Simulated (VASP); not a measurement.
A run of VASP 6.6.1 is set up as follows.

INCAR

```
SYSTEM = TaTe
  PREC = Accurate
  ENCUT = 600
  EDIFF = 1E-6
  ISMEAR = 0
  SIGMA = 0.1
  LREAL = .False.
  LASPH = .True.
  NELM = 80
  ALGO = Normal
  ISIF = 3
  LWAVE = .False.
  LCHARG = .False.
  GGA = PE
  IBRION = 2
  NSW = 100
  EDIFFG = -0.01
```

File KPOINTS:

```
Automatic mesh
0
Gamma
  16 16 16
  0 0 0
```

File POSCAR:

```
TaTe
1.0
    0.0000000000      2.8453647116      2.8453647116
    2.8453647116      0.0000000000      2.8453647116
    2.8453647116      2.8453647116      0.0000000000
Ta Te
1 1
Direct
    0.0000000000      0.0000000000      0.0000000000
    0.5000000000      0.5000000000      0.5000000000
```

Potentials or basis: VASP PAW PBE potentials, release 64 (Ta_pv, Te).

Run with:

```sh
$ cat potpaw_PBE.64/Ta_pv/POTCAR potpaw_PBE.64/Te/POTCAR > POTCAR
$ mpirun -np 1 vasp_std > vasp.out
```

Question: What does it give for the relaxed cell?

Answer: a = 4.031 Å, b = 4.031 Å, c = 4.031 Å, α = 60.00°, β = 60.00°, γ = 60.00°.

Question: What does it give for the space group after relaxing (to 0.1 Å)?

Answer: Fm-3m (No. 225).

Question: Predict the relaxed volume.

Answer: 23.15 Å³/atom.

Final structure:
```xyz
2
Lattice="0.0000 2.8502 2.8502 2.8502 0.0000 2.8502 2.8502 2.8502 0.0000" Properties=species:S:1:pos:R:3 pbc="T T T"
Ta    0.0000    0.0000    0.0000
Te    2.8502    2.8502    2.8502
```

Caveat: the highest band is partly filled, so the run has too few bands.
